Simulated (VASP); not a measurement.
A run of VASP 6.6.1 is set up as follows.

Contents of INCAR:

```
ALGO = All
EDIFF = 1E-6
ENCUT = 550
GGA = PE
GGA_COMPAT = False
ISEARCH = 1
ISIF = 2
ISMEAR = 0
KPAR = 4
LASPH = True
LCHARG = False
LMAXMIX = 6
LREAL = False
LWAVE = False
NBANDS = 43
NELM = 300
PREC = Accurate
SIGMA = 0.1
```

Contents of KPOINTS:

```
k-points
0
Gamma
  3 3 4
```

The input POSCAR:

```
CaLa2Cd3
1.0
    6.4796676730      0.0000000031      0.0000000000
   -3.2398338392      5.6115568114      0.0000000000
    0.0000000000      0.0000000000      5.5508340609
Ca La Cd
1 2 3
Direct
    0.0000000000      0.0000000000      0.5000000000
    0.3333333333      0.6666666667      0.0000000000
    0.6666666667      0.3333333333      0.0000000000
    0.5000000000      0.0000000000      0.5000000000
    0.0000000000      0.5000000000      0.5000000000
    0.5000000000      0.5000000000      0.5000000000
```

Potentials or basis: VASP PAW PBE potentials, release 64 (Ca_sv, La, Cd).

Run with:

```bash
$ cat potpaw_PBE.64/Ca_sv/POTCAR potpaw_PBE.64/La/POTCAR potpaw_PBE.64/Cd/POTCAR > POTCAR
$ mpirun -np 4 vasp_std > vasp.out
```

Task: Predict the band gap on the k mesh.

Result: Zero (bands 34 and 35 overlap by 0.51 eV).

Task: Estimate the pressure.

Result: 0.1 GPa.

Stress tensor (GPa, compression positive):
```
 0.17  0.00  0.00
 0.00  0.17  0.00
 0.00  0.00 -0.14
```

Caveat: the k points lie up to 0.37 Å⁻¹ apart, too coarse for converged energies and pressures of a metal; spin-orbit coupling is left out, which moves the levels of the heavy elements.
